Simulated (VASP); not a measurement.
# Ba2Tl5V3O12 (P-42m) in VASP: a series of runs

Ba2Tl5V3O12 is run at these levels: PBE, LDA; tasks: relaxation of cell and atoms.

Program: VASP 6.6.1. These are calculated values, not measurements. Logs are shortened: lines on timing, memory, paths and dates and some standing lists are left out, and cuts for length are marked.

## Step 1: The cell of the first run

It takes space group P-42m (No. 111, tetragonal). Conventional cell: a = 9.937 Å, b = 9.937 Å, c = 6.656 Å, α = 90.00°, β = 90.00°, γ = 90.00°. Ba (site symmetry 222) has 4 O at 2.61 Å and 2 V at 3.33 Å within 3.4 Å. Within 2.3 Å of V (site symmetry -42m) lie 4 O at 1.73 Å. V (site symmetry 222) has 4 O at 1.73 Å within 2.3 Å. Within 5.5 Å of Tl (site symmetry -42m) lie 8 O at 4.22 Å and 4 Tl at 4.60 Å and 4 V at 4.97 Å. Within 3.1 Å of Tl (site symmetry m) lie 3 O at 2.32 to 2.59 Å. O (site symmetry m) has 1 V at 1.73 Å and 1 Tl at 2.32 Å within 2.4 Å. Within 2.3 Å of O (site symmetry 1) lie 1 V at 1.73 Å.

## Step 2: Relaxation of cell and atoms, PBE, collinear spin, ferromagnetic start

The input, INCAR:

```
SYSTEM = Ba2Tl5V3O12
PREC     = Accurate       ! precision mode
ENCUT    = 600            ! plane-wave cutoff, eV
EDIFF    = 1E-7           ! SCF threshold, eV
ISMEAR   = -1             ! smearing method
SIGMA    = 0.05           ! smearing width, eV
LREAL    = .FALSE.        ! projectors in reciprocal space
LASPH    = .TRUE.         ! aspherical terms in the spheres
NELM     = 120            ! most SCF steps
ALGO     = Normal         ! electronic algorithm
ISIF     = 3              ! what is computed and relaxed
LWAVE    = .FALSE.        ! write WAVECAR
LCHARG   = .FALSE.        ! write CHGCAR
ISPIN    = 2              ! spin polarisation
MAGMOM   = 0 0 2 2 2 0 0 0 0 0 0 0 0 0 0 0 0 0 0 0 0 0 ! initial moments
LORBIT   = 11             ! projections on sites
LMAXMIX  = 4              ! l up to which the mixer works
GGA      = PE             ! functional
IBRION   = 2              ! ionic algorithm
NSW      = 40             ! ionic steps
EDIFFG   = -0.01          ! ionic threshold
KPAR     = 4
```

The input, KPOINTS:

```
regular mesh
0
G
  3 3 4
  0 0 0
```

The input, POSCAR:

```
Ba2Tl5V3O12
1.0
    9.9366500000      0.0000000000      0.0000000000
    0.0000000000      9.9366500000      0.0000000000
    0.0000000000      0.0000000000      6.6555200000
Ba V Tl O
2 3 5 12
Direct
    0.0000000000      0.5000000000      0.0000000000
    0.5000000000      0.0000000000      0.0000000000
    0.5000000000      0.5000000000      0.0000000000
    0.5000000000      0.0000000000      0.5000000000
    0.0000000000      0.5000000000      0.5000000000
    0.0000000000      0.0000000000      0.5000000000
    0.6732100000      0.3267900000      0.4601400000
    0.3267900000      0.6732100000      0.4601400000
    0.6732100000      0.6732100000      0.5398600000
    0.3267900000      0.3267900000      0.5398600000
    0.3984800000      0.6015200000      0.1465200000
    0.6015200000      0.3984800000      0.1465200000
    0.6015200000      0.6015200000      0.8534800000
    0.3984800000      0.3984800000      0.8534800000
    0.5995900000      0.0907200000      0.3357900000
    0.4004100000      0.0907200000      0.6642100000
    0.5995900000      0.9092800000      0.6642100000
    0.4004100000      0.9092800000      0.3357900000
    0.0907200000      0.5995900000      0.3357900000
    0.0907200000      0.4004100000      0.6642100000
    0.9092800000      0.5995900000      0.6642100000
    0.9092800000      0.4004100000      0.3357900000
```

Potentials or basis: VASP PAW PBE potentials, release 64 (Ba_sv, V_sv, Tl_d, O).

On the command line:

```sh
cat potpaw_PBE.64/Ba_sv/POTCAR potpaw_PBE.64/V_sv/POTCAR potpaw_PBE.64/Tl_d/POTCAR potpaw_PBE.64/O/POTCAR > POTCAR
mpirun -np 4 vasp_std > vasp.out
```

OUTCAR:

```text
SYSTEM = Ba2Tl5V3O12
   PREC = Accurate
   ENCUT = 600
   EDIFF = 1E-7
   ISMEAR = -1
   LREAL = .FALSE.
   LASPH = .TRUE.
   NELM = 120
   ISIF = 3
   ISPIN = 2
   LORBIT = 11
   GGA = PE
   IBRION = 2
   NSW = 40
   EDIFFG = -0.01

 ion  position               nearest neighbor table
   1  0.000  0.500  0.000-  19 2.61  20 2.61  21 2.61  22 2.61   5 3.33   5 3.33
   2  0.500  0.000  0.000-  15 2.61  16 2.61  17 2.61  18 2.61   4 3.33   4 3.33
   3  0.500  0.500  0.000-  11 1.73  12 1.73  13 1.73  14 1.73
   4  0.500  0.000  0.500-  15 1.73  16 1.73  17 1.73  18 1.73   2 3.33   2 3.33
   5  0.000  0.500  0.500-  19 1.73  20 1.73  21 1.73  22 1.73   1 3.33   1 3.33
   6  0.000  0.000  0.500-
   7  0.673  0.327  0.460-  12 2.32  15 2.59  22 2.59  10 3.48   9 3.48
   8  0.327  0.673  0.460-  11 2.32  18 2.59  19 2.59  10 3.48   9 3.48
   9  0.673  0.673  0.540-  13 2.32  17 2.59  21 2.59   8 3.48   7 3.48
  10  0.327  0.327  0.540-  14 2.32  16 2.59  20 2.59   8 3.48   7 3.48
  11  0.398  0.602  0.147-   3 1.73   8 2.32
  12  0.602  0.398  0.147-   3 1.73   7 2.32
  13  0.602  0.602  0.853-   3 1.73   9 2.32
  14  0.398  0.398  0.853-   3 1.73  10 2.32
  15  0.600  0.091  0.336-   4 1.73   7 2.59   2 2.61
  16  0.400  0.091  0.664-   4 1.73  10 2.59   2 2.61
  17  0.600  0.909  0.664-   4 1.73   9 2.59   2 2.61
  18  0.400  0.909  0.336-   4 1.73   8 2.59   2 2.61
  19  0.091  0.600  0.336-   5 1.73   8 2.59   1 2.61
  20  0.091  0.400  0.664-   5 1.73  10 2.59   1 2.61
  21  0.909  0.600  0.664-   5 1.73   9 2.59   1 2.61
  22  0.909  0.400  0.336-   5 1.73   7 2.59   1 2.61

  LATTYP: Found a simple tetragonal cell.
 ALAT       =     9.9366500000
 C/A-ratio  =     0.6697951523

  Lattice vectors:

 A1 = (   9.9366500000,   0.0000000000,   0.0000000000)
 A2 = (   0.0000000000,   9.9366500000,   0.0000000000)
 A3 = (   0.0000000000,   0.0000000000,   6.6555200000)

Analysis of symmetry for initial positions (statically):
=====================================================================
 Subroutine PRICEL returns:
 Original cell was already a primitive cell.

 Routine SETGRP: Setting up the symmetry group for a
 simple tetragonal supercell.

 Subroutine GETGRP returns: Found  8 space group operations
 (whereof  8 operations were pure point group operations)
 out of a pool of 16 trial point group operations.

The static configuration has the point symmetry D_2d.

Analysis of symmetry for dynamics (positions and initial velocities):
=====================================================================
 Subroutine PRICEL returns:
 Original cell was already a primitive cell.

 Routine SETGRP: Setting up the symmetry group for a
 simple tetragonal supercell.

 Subroutine GETGRP returns: Found  8 space group operations
 (whereof  8 operations were pure point group operations)
 out of a pool of 16 trial point group operations.

The dynamic configuration has the point symmetry D_2d.

Analysis of structural, dynamic, and magnetic symmetry:
=====================================================================
 Subroutine PRICEL returns:
 Original cell was already a primitive cell.

 Routine SETGRP: Setting up the symmetry group for a
 simple tetragonal supercell.

 Subroutine GETGRP returns: Found  8 space group operations
 (whereof  8 operations were pure point group operations)
 out of a pool of 16 trial point group operations.

The overall configuration has the point symmetry D_2d.

 Subroutine INISYM returns: Found  8 space group operations
 (whereof  8 operations are pure point group operations),
 and found     1 'primitive' translations

----------------------------------------------------------------------------------------

                                     Primitive cell

  volume of cell :     657.1462

  direct lattice vectors                    reciprocal lattice vectors
     9.936650000  0.000000000  0.000000000     0.100637539  0.000000000  0.000000000
[... 104 lines left out ...]
   ISPIN  =      2    spin polarized calculation?
[... 44 lines left out ...]

  FORCE on cell =-STRESS in cart. coord.  units (eV):
  Direction    XX          YY          ZZ          XY          YZ          ZX
  --------------------------------------------------------------------------------------
  -------------------------------------------------------------------------------------
  Total        0.9640898      0.9640898      2.8060147      0.0000000      0.0000000      0.0000000
  in kB        2.3505315      2.3505315      6.8412985      0.0000000      0.0000000      0.0000000
  external PRESSURE =       3.8474538 kB  Pullay stress =       0.0000000 kB
[... 153 lines left out ...]
  FREE ENERGIE OF THE ION-ELECTRON SYSTEM (eV)
  ---------------------------------------------------
  free  energy   TOTEN  =      -142.1623758318 eV

  energy  without entropy=     -142.1591104637  energy(sigma->0) =     -142.16074315

[... ionic steps 4 to 13 ...]

--------------------------------------- Ionic step       14  -------------------------------------------

 number of electron     196.0000048 magnetization       0.0000002

 number of electron     196.0000048 magnetization      -0.0000003
[... 113 lines left out ...]
 number of electron     196.0000047 magnetization       0.0000000

 number of electron     196.0000047 magnetization      -0.0000000

 Free energy of the ion-electron system (eV)
  ---------------------------------------------------
  ext. energy  EPLUGINS =         0.00000000
  ---------------------------------------------------
  free energy    TOTEN  =      -142.17150925 eV

  energy without entropy =     -142.16883515  energy(sigma->0) =     -142.17017220

 E-fermi :   0.5625     XC(G=0):  -6.9463

 val. band max:        0.2783932723   @ k =   0.3333   0.0000   0.0000
 cond. band min:       0.8003789744   @ k =   0.0000   0.0000   0.5000
 fundamental gap:      0.5219857021
 Fermi energy:         0.5624575176

 spin component 1

 k-point     1 :       0.0000    0.0000    0.0000
  band No.  band energies     occupation
      1     -64.0719      1.00000
      2     -64.0719      1.00000
      3     -63.0884      1.00000
      4     -38.0696      1.00000
      5     -38.0696      1.00000
      6     -38.0102      1.00000
[... 1006 lines left out ...]
    109       4.0143      0.00000
    110       4.1291      0.00000
 Fermi energy:         0.5624575176

 spin component 2

 k-point     1 :       0.0000    0.0000    0.0000
  band No.  band energies     occupation
      1     -64.0719      1.00000
      2     -64.0719      1.00000
      3     -63.0884      1.00000
      4     -38.0696      1.00000
      5     -38.0696      1.00000
      6     -38.0102      1.00000
[... 1006 lines left out ...]
    109       4.0143      0.00000
    110       4.1291      0.00000
 [bands above 110 left out]

------------------------ aborting loop because EDIFF is reached ----------------------------------------

  FORCE on cell =-STRESS in cart. coord.  units (eV):
  Direction    XX          YY          ZZ          XY          YZ          ZX
  --------------------------------------------------------------------------------------
  -------------------------------------------------------------------------------------
  Total        0.0260337      0.0260337     -0.0724880      0.0000000      0.0000000      0.0000000
  in kB        0.0636719      0.0636719     -0.1772877      0.0000000      0.0000000      0.0000000
  external PRESSURE =      -0.0166480 kB  Pullay stress =       0.0000000 kB
[... 37 lines left out ...]
  FREE ENERGIE OF THE ION-ELECTRON SYSTEM (eV)
  ---------------------------------------------------
  free  energy   TOTEN  =      -142.1715092533 eV

  energy  without entropy=     -142.1688351532  energy(sigma->0) =     -142.17017220

 reached required accuracy - stopping structural energy minimisation

 total charge

# of ion       s       p       d       tot
------------------------------------------
    1        1.990   5.622   0.277   7.889
    2        1.990   5.622   0.277   7.889
    3        2.393   6.423   3.223  12.040
    4        2.404   6.435   3.277  12.115
    5        2.404   6.435   3.277  12.115
    6        1.318   0.035   9.669  11.023
[... 14 lines left out ...]
   21        1.579   3.405   0.000   4.984
   22        1.579   3.405   0.000   4.984
--------------------------------------------------
tot         36.357  72.346  58.730 167.432

 magnetization (x)

# of ion       s       p       d       tot
------------------------------------------
    1       -0.000   0.000   0.000   0.000
    2       -0.000   0.000   0.000   0.000
    3       -0.000  -0.000   0.000  -0.000
    4        0.000  -0.000   0.000   0.000
    5        0.000  -0.000   0.000   0.000
    6        0.000   0.000   0.000   0.000
[... 14 lines left out ...]
   21        0.000  -0.000   0.000  -0.000
   22        0.000  -0.000   0.000  -0.000
--------------------------------------------------
tot          0.000   0.000   0.000   0.000
```

Run time: 1.5 h. Hardware: 4 MPI ranks of AMD EPYC 9R45 (Zen 5), shared host; peak memory 1.9 GiB.

What came out:

```
Free energy                                           : -142.1715 eV
Relaxed volume                                        : 29.78 Å³/atom
Relaxed cell                                          : a = 9.885 Å, b = 9.885 Å, c = 6.704 Å, α = 90.00°, β = 90.00°, γ = 90.00°
Space group after relaxing (to 0.1 Å)                 : P-42m (No. 111)
Energy gained by relaxing                             : 0.8 meV/atom
Ionic steps                                           : 16
Pressure after relaxing                               : 0.0 GPa
Largest force after relaxing                          : 0.008 eV/Å
Band gap on the k mesh                                : 0.52 eV (least direct gap 0.66 eV)
Net moment                                            : 0.00 μB per cell
Valence electrons inside the program's atomic spheres : Ba 7.89; V 12.04, 12.12 (each value once); Tl 11.02, 11.15 (each value once); O 4.97, 4.98 (each value once)
```

Forces on the atoms (eV/Å):
```
Ba   0.000  0.000  0.000
Ba   0.000  0.000  0.000
V    0.000  0.000  0.000
V    0.000  0.000  0.000
V    0.000  0.000  0.000
Tl   0.000  0.000  0.000
Tl   0.000  0.000  0.002
Tl   0.000  0.000  0.002
Tl   0.000  0.000 -0.002
Tl   0.000  0.000 -0.002
O   -0.002  0.002 -0.004
O    0.002 -0.002 -0.004
O    0.002  0.002  0.004
O   -0.002 -0.002  0.004
O    0.003  0.001  0.007
O   -0.003  0.001 -0.007
O    0.003 -0.001 -0.007
O   -0.003 -0.001  0.007
O    0.001  0.003  0.007
O    0.001 -0.003 -0.007
O   -0.001  0.003 -0.007
O   -0.001 -0.003  0.007
```

The path:
```
step  energy change (eV)  largest force (eV/Å)  pressure (GPa)  volume (Å³)
   1              0.0000                0.1966            0.38       657.15
   2              0.0029                0.3074           -0.56       663.99
   3             -0.0091                0.1176           -0.06       660.31
   4             -0.0139                0.0519           -0.06       660.51
   5             -0.0150                0.0430           -0.05       660.68
   6             -0.0159                0.0289           -0.04       659.75
   7             -0.0160                0.0610           -0.03       659.06
   8             -0.0166                0.0314            0.00       658.09
   9             -0.0167                0.0770            0.06       656.20
  10             -0.0168                0.0446            0.04       657.05
  11             -0.0175                0.0289            0.00       656.68
  12             -0.0179                0.0486           -0.06       656.00
  13             -0.0182                0.0148           -0.02       655.24
  14             -0.0182                0.0108           -0.01       655.04
  15             -0.0182                0.0112           -0.01       655.09
  16             -0.0182                0.0077            0.00       655.09
```

Final structure:
```cif
data_structure
_symmetry_space_group_name_H-M 'P 1'
_symmetry_Int_Tables_number 1
_cell_length_a 9.8852
_cell_length_b 9.8852
_cell_length_c 6.7039
_cell_angle_alpha 90.000
_cell_angle_beta 90.000
_cell_angle_gamma 90.000
_cell_volume 655.09
loop_
_atom_site_label
_atom_site_type_symbol
_atom_site_fract_x
_atom_site_fract_y
_atom_site_fract_z
_atom_site_occupancy
Ba1 Ba 0.00000 0.50000 0.00000 1
Ba2 Ba 0.50000 0.00000 0.00000 1
V1 V 0.50000 0.50000 0.00000 1
V2 V 0.50000 0.00000 0.50000 1
V3 V 0.00000 0.50000 0.50000 1
Tl1 Tl 0.00000 0.00000 0.50000 1
Tl2 Tl 0.67197 0.32803 0.46008 1
Tl3 Tl 0.32803 0.67197 0.46008 1
Tl4 Tl 0.67197 0.67197 0.53992 1
Tl5 Tl 0.32803 0.32803 0.53992 1
O1 O 0.39765 0.60235 0.14559 1
O2 O 0.60235 0.39765 0.14559 1
O3 O 0.60235 0.60235 0.85441 1
O4 O 0.39765 0.39765 0.85441 1
O5 O 0.60086 0.09144 0.33727 1
O6 O 0.39914 0.09144 0.66273 1
O7 O 0.60086 0.90856 0.66273 1
O8 O 0.39914 0.90856 0.33727 1
O9 O 0.09144 0.60086 0.33727 1
O10 O 0.09144 0.39914 0.66273 1
O11 O 0.90856 0.60086 0.66273 1
O12 O 0.90856 0.39914 0.33727 1
```

Caveat: spin-orbit coupling is left out, which moves the levels of the heavy elements; an odd mesh through Γ misses points on the zone boundary, where band edges can lie.

## Step 3: Relaxation of cell and atoms, LDA, collinear spin, ferromagnetic start

INCAR, as its differences from that of step 2:

```diff
@@ -17,3 +17,3 @@
 LMAXMIX  = 4              ! l up to which the mixer works
-GGA      = PE             ! functional
+GGA      = CA             ! functional
 IBRION   = 2              ! ionic algorithm
```

KPOINTS is that of step 2.

POSCAR is that of step 2.

Potentials or basis: VASP PAW LDA potentials, release 64 (Ba_sv, V_sv, Tl_d, O).

On the command line:

```sh
cat potpaw_LDA.64/Ba_sv/POTCAR potpaw_LDA.64/V_sv/POTCAR potpaw_LDA.64/Tl_d/POTCAR potpaw_LDA.64/O/POTCAR > POTCAR
mpirun -np 4 vasp_std > vasp.out
```

It took 2.5 h on 4 MPI ranks of AMD EPYC 9R45 (Zen 5), shared host; peak memory 1.5 GiB.

The run converged. Its results:

* Free energy: -155.7304 eV
* Relaxed volume: 25.70 Å³/atom
* Relaxed cell: a = 9.253 Å, b = 9.253 Å, c = 6.602 Å, α = 90.00°, β = 90.00°, γ = 90.00°
* Space group after relaxing (to 0.1 Å): P-42m (No. 111)
* Energy gained by relaxing: 34.4 meV/atom
* Ionic steps: 23
* Pressure after relaxing: 0.0 GPa
* Largest force after relaxing: 0.008 eV/Å
* Band gap on the k mesh: 0.61 eV (least direct gap 0.75 eV)
* Net moment: 0.00 μB per cell
* Valence electrons inside the program's atomic spheres: Ba 7.90; V 12.20, 12.29 (each value once); Tl 11.02, 11.20 (each value once); O 4.96, 4.98 (each value once)

Forces in eV/Å, atoms in the order of the input:
```
Ba   0.000  0.000  0.000
Ba   0.000  0.000  0.000
V    0.000  0.000  0.000
V    0.000  0.000  0.000
V    0.000  0.000  0.000
Tl   0.000  0.000  0.000
Tl   0.000  0.000  0.003
Tl   0.000  0.000  0.003
Tl   0.000  0.000 -0.003
Tl   0.000  0.000 -0.003
O   -0.006  0.006  0.000
O    0.006 -0.006  0.000
O    0.006  0.006  0.000
O   -0.006 -0.006  0.000
O    0.003 -0.005 -0.002
O   -0.003 -0.005  0.002
O    0.003  0.005  0.002
O   -0.003  0.005 -0.002
O   -0.005  0.003 -0.002
O   -0.005 -0.003  0.002
O    0.005  0.003  0.002
O    0.005 -0.003 -0.002
```

The path:
| step | energy change (eV) | largest force (eV/Å) | pressure (GPa) | volume (Å³) |
| --- | --- | --- | --- | --- |
| 1 | 0.0000 | 0.4780 | -2.92 | 657.15 |
| 2 | 0.0586 | 2.1679 | 2.95 | 606.69 |
| 3 | -0.2739 | 0.7490 | -0.38 | 632.28 |
| 4 | -0.4679 | 0.2432 | -0.18 | 613.81 |
| 5 | -0.4856 | 0.4139 | -0.05 | 606.45 |
| 6 | -0.5821 | 0.3515 | -0.24 | 597.59 |
| 7 | -0.5983 | 0.5989 | -0.32 | 592.30 |
| 8 | -0.6636 | 0.3099 | -0.05 | 584.05 |
| 9 | -0.6740 | 0.2606 | 0.13 | 579.08 |
| 10 | -0.7028 | 0.2187 | -0.21 | 577.09 |
| 11 | -0.7160 | 0.4596 | -0.68 | 574.37 |
| 12 | -0.7328 | 0.3464 | -0.51 | 571.47 |
| 13 | -0.7515 | 0.0928 | 0.00 | 562.84 |
| 14 | -0.7518 | 0.0929 | -0.06 | 563.79 |
| 15 | -0.7531 | 0.0729 | -0.03 | 563.78 |
| 16 | -0.7552 | 0.0440 | 0.08 | 563.74 |
| 17 | -0.7553 | 0.0468 | 0.11 | 563.73 |
| 18 | -0.7560 | 0.0417 | 0.01 | 564.48 |
| 19 | -0.7561 | 0.0464 | -0.02 | 564.67 |
| 20 | -0.7566 | 0.0228 | -0.01 | 564.91 |
| 21 | -0.7568 | 0.0216 | 0.01 | 565.13 |
| 22 | -0.7568 | 0.0235 | 0.01 | 565.15 |
| 23 | -0.7569 | 0.0082 | -0.03 | 565.31 |

Final structure:
```
Ba V Tl O
1.0
     9.25313    0.00000    0.00000
     0.00000    9.25313    0.00000
     0.00000    0.00000    6.60250
Ba V Tl O
2 3 5 12
Direct
  0.00000 0.50000 0.00000
  0.50000 0.00000 0.00000
  0.50000 0.50000 0.00000
  0.50000 0.00000 0.50000
  0.00000 0.50000 0.50000
  0.00000 0.00000 0.50000
  0.66871 0.33129 0.46859
  0.33129 0.66871 0.46859
  0.66871 0.66871 0.53141
  0.33129 0.33129 0.53141
  0.39182 0.60818 0.14582
  0.60818 0.39182 0.14582
  0.60818 0.60818 0.85418
  0.39182 0.39182 0.85418
  0.60733 0.09458 0.33614
  0.39267 0.09458 0.66386
  0.60733 0.90542 0.66386
  0.39267 0.90542 0.33614
  0.09458 0.60733 0.33614
  0.09458 0.39267 0.66386
  0.90542 0.60733 0.66386
  0.90542 0.39267 0.33614
```

Levels at points of the mesh, in eV from the valence-band top:
Spin up:
```csv
k point,band 94,band 95,band 96,band 97,band 98,band 99,band 100,band 101,band 102,band 103
"(0.00, 0.00, 0.00)",-1.34,-0.56,-0.31,-0.31,-0.07,1.13,1.23,1.23,1.90,1.92
"(0.00, 0.00, 0.50)",-0.84,-0.70,-0.40,-0.40,-0.26,0.63,1.29,1.29,1.92,2.26
```
Spin down:
| k point | band 94 | band 95 | band 96 | band 97 | band 98 | band 99 | band 100 | band 101 | band 102 | band 103 |
| --- | --- | --- | --- | --- | --- | --- | --- | --- | --- | --- |
| (0.00, 0.00, 0.00) | -1.34 | -0.56 | -0.31 | -0.31 | -0.07 | 1.13 | 1.23 | 1.23 | 1.90 | 1.92 |
| (0.00, 0.00, 0.50) | -0.84 | -0.70 | -0.40 | -0.40 | -0.26 | 0.63 | 1.29 | 1.29 | 1.92 | 2.26 |

Caveat: spin-orbit coupling is left out, which moves the levels of the heavy elements; an odd mesh through Γ misses points on the zone boundary, where band edges can lie.
